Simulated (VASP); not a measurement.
# TaN (P6_3mc) in VASP: a series of runs, part 2 of 2

VASP 6.6.1. Earlier steps stand in the parts before.

## (3) Electric field gradients, LDA (volume scaled by 1.01)

File INCAR:

```
SYSTEM = TaN
PREC = Accurate
ENCUT = 520
EDIFF = 1E-8
ISMEAR = -1
SIGMA = 0.03
LREAL = .False.
LASPH = .True.
NELM = 100
ALGO = Normal
ISIF = 2
LWAVE = .False.
LCHARG = .False.
LEFG = .True.
NBANDS = 24
```

File KPOINTS:

```
Automatic mesh
0
Gamma
  9 9 5
  0 0 0
```

File POSCAR:

```
TaN
1.0
    3.0601340589      0.0000000000      0.0000000000
   -1.5300670295      2.6501538341      0.0000000000
    0.0000000000      0.0000000000      4.9564120807
Ta N
2 2
Direct
    0.3333333333      0.6666666667      0.0000000000
    0.6666666667      0.3333333333      0.5000000000
    0.3333333333      0.6666666667      0.3850000000
    0.6666666667      0.3333333333      0.8850000000
```

Potentials or basis: VASP PAW LDA potentials, release 64 (Ta_pv, N).

Launch:

```bash
$ cat potpaw_LDA.64/Ta_pv/POTCAR potpaw_LDA.64/N/POTCAR > POTCAR
$ mpirun -np 1 vasp_std > vasp.out
```

OUTCAR:

```text
SYSTEM = TaN
   PREC = Accurate
   ENCUT = 520
   EDIFF = 1E-8
   ISMEAR = -1
   LREAL = .False.
   LASPH = .True.
   NELM = 100
   ISIF = 2

 ion  position               nearest neighbor table
   1  0.333  0.667  0.000-   4 1.86   4 1.86   4 1.86   3 1.91   2 3.04   2 3.04   2 3.04   2 3.04
                             2 3.04   2 3.04
   2  0.667  0.333  0.500-   3 1.86   3 1.86   3 1.86   4 1.91   1 3.04   1 3.04   1 3.04   1 3.04
                             1 3.04   1 3.04
   3  0.333  0.667  0.385-   2 1.86   2 1.86   2 1.86   1 1.91
   4  0.667  0.333  0.885-   1 1.86   1 1.86   1 1.86   2 1.91

  LATTYP: Found a hexagonal cell.
 ALAT       =     3.0601340589
 C/A-ratio  =     1.6196715521

  Lattice vectors:

 A1 = (   3.0601340589,   0.0000000000,   0.0000000000)
 A2 = (  -1.5300670295,   2.6501538341,   0.0000000000)
 A3 = (   0.0000000000,   0.0000000000,   4.9564120807)

Analysis of symmetry for initial positions (statically):
=====================================================================
 Subroutine PRICEL returns:
 Original cell was already a primitive cell.

 Routine SETGRP: Setting up the symmetry group for a
 hexagonal supercell.

 Subroutine GETGRP returns: Found 12 space group operations
 (whereof  6 operations were pure point group operations)
 out of a pool of 24 trial point group operations.

The static configuration has the point symmetry C_3v.
 The point group associated with its full space group is C_6v.

Analysis of symmetry for dynamics (positions and initial velocities):
=====================================================================
 Subroutine PRICEL returns:
 Original cell was already a primitive cell.

 Routine SETGRP: Setting up the symmetry group for a
[... 811 lines left out ...]
     23      17.0541      0.00000
     24      17.0541      0.00000

 [... further k-points ...]
[... 5 lines left out ...]
  --------------------------------------------------------------------------------------
  -------------------------------------------------------------------------------------
  Total       30.9920290     30.9920291     24.8744481     -0.0000000      0.0000000      0.0000000
  in kB     1235.3261906   1235.3261907    991.4825883     -0.0000000      0.0000000      0.0000000
  external PRESSURE =    1154.0449899 kB  Pullay stress =       0.0000000 kB

 VOLUME and BASIS-vectors are now :
 -----------------------------------------------------------------------------
  energy-cutoff  :      520.00
  volume of cell :       40.20
      direct lattice vectors                 reciprocal lattice vectors
     3.060134059  0.000000000  0.000000000     0.326783069  0.188668293  0.000000000
    -1.530067030  2.650153834  0.000000000     0.000000000  0.377336586  0.000000000
     0.000000000  0.000000000  4.956412081     0.000000000  0.000000000  0.201758850

 POSITION                                       TOTAL-FORCE (eV/Angst)
 -----------------------------------------------------------------------------------
     -0.00000      1.76677      0.00000        -0.000000      0.000000      2.212491
      1.53007      0.88338      2.47821         0.000000     -0.000000      2.212491
     -0.00000      1.76677      1.90822        -0.000000      0.000000     -2.212491
      1.53007      0.88338      4.38642         0.000000      0.000000     -2.212491
 -----------------------------------------------------------------------------------
    total drift:                               -0.000000      0.000000      0.000256

  FREE ENERGIE OF THE ION-ELECTRON SYSTEM (eV)
  ---------------------------------------------------
  free  energy   TOTEN  =       -43.2974142465 eV

  energy  without entropy=      -43.2903647693  energy(sigma->0) =      -43.29388951

 Electric field gradients (V/A^2)
---------------------------------------------------------------------
 ion       V_xx      V_yy      V_zz      V_xy      V_xz      V_yz
---------------------------------------------------------------------
   1     -61.948   -61.948   123.896    -0.000     0.000    -0.000
   2     -61.948   -61.948   123.896    -0.000    -0.000     0.000
   3      -5.347    -5.346    10.693     0.000     0.000    -0.000
   4      -5.347    -5.346    10.693     0.000    -0.000     0.000
---------------------------------------------------------------------

 Electric field gradients after diagonalization (V/A^2)
 (convention: |V_zz| > |V_xx| > |V_yy|)
----------------------------------------------------------------------
 ion       V_xx      V_yy      V_zz     asymmetry (V_yy - V_xx)/ V_zz
----------------------------------------------------------------------
   1     -61.949   -61.948   123.896       0.000
   2     -61.949   -61.948   123.896       0.000
   3      -5.347    -5.346    10.693       0.000
   4      -5.347    -5.346    10.693       0.000
----------------------------------------------------------------------

           NMR quadrupolar parameters

 Cq : quadrupolar parameter    Cq=e*Q*V_zz/h
 eta: asymmetry parameters     (V_yy - V_xx)/ V_zz
 Q  : nuclear electric quadrupole moment in mb (millibarn)
----------------------------------------------------------------------
 ion       Cq(MHz)       eta       Q (mb)
----------------------------------------------------------------------
   1       0.300       0.000       1.000
   2       0.300       0.000       1.000
   3       0.026       0.000       1.000
   4       0.026       0.000       1.000
----------------------------------------------------------------------
```

stdout:

```text
POSCAR found type information on POSCAR TaN
 POSCAR found :  2 types and       4 ions
 scaLAPACK will be used
 LDA part: xc-table for (Slater(with rela. corr.)+CA(PZ))
 , standard interpolation
 POSCAR, INCAR and KPOINTS ok, starting setup
 FFT: planning ... GRIDC
 FFT: planning ... GRID_SOFT
 FFT: planning ... GRID
 WAVECAR not read
 entering main loop
ion   1

ion   2

ion   3

ion   4
```

Run time: 22 s. Hardware: 1 thread of Intel Xeon Platinum 8488C (Sapphire Rapids), shared host; peak memory 0.16 GiB.

Results:

```yaml
Free_energy: -43.2974 eV
Pressure: 115.4 GPa
Largest_force: 2.212 eV/Å
Band_gap_on_the_k_mesh: zero (band 16 reaches 10.05 eV, above the bottom of band 17 at 7.89 eV)
```

Forces in eV/Å, atoms in the order of the input:
```
Ta   0.000  0.000  2.212
Ta   0.000  0.000  2.212
N    0.000  0.000 -2.212
N    0.000  0.000 -2.212
```

Stress tensor (GPa, compression positive):
```
123.53   0.00   0.00
  0.00 123.53   0.00
  0.00   0.00  99.15
```

Levels at points of the mesh, in eV from the Fermi level:
| k point | band 14 | band 15 | band 16 | band 17 | band 18 | band 19 |
| --- | --- | --- | --- | --- | --- | --- |
| (0.00, 0.00, 0.00) | -7.44 | -0.87 | -0.87 | -0.20 | 2.14 | 2.59 |

Electric field gradients, principal values (V/Å²):
| atom | least | middle | greatest (by size) |
| --- | --- | --- | --- |
| 1 Ta | -61.948 | -61.949 | 123.896 |
| 2 Ta | -61.948 | -61.949 | 123.896 |
| 3 N | -5.346 | -5.347 | 10.693 |
| 4 N | -5.346 | -5.347 | 10.693 |

Caveat: without QUAD_EFG the Cq values of the log hold for a quadrupole moment of 1 mb, not for the nuclei; spin-orbit coupling is left out, which moves the levels of the heavy elements; forces of over 1 eV/Å act on the atoms, so gaps and moduli don't describe the material at rest.
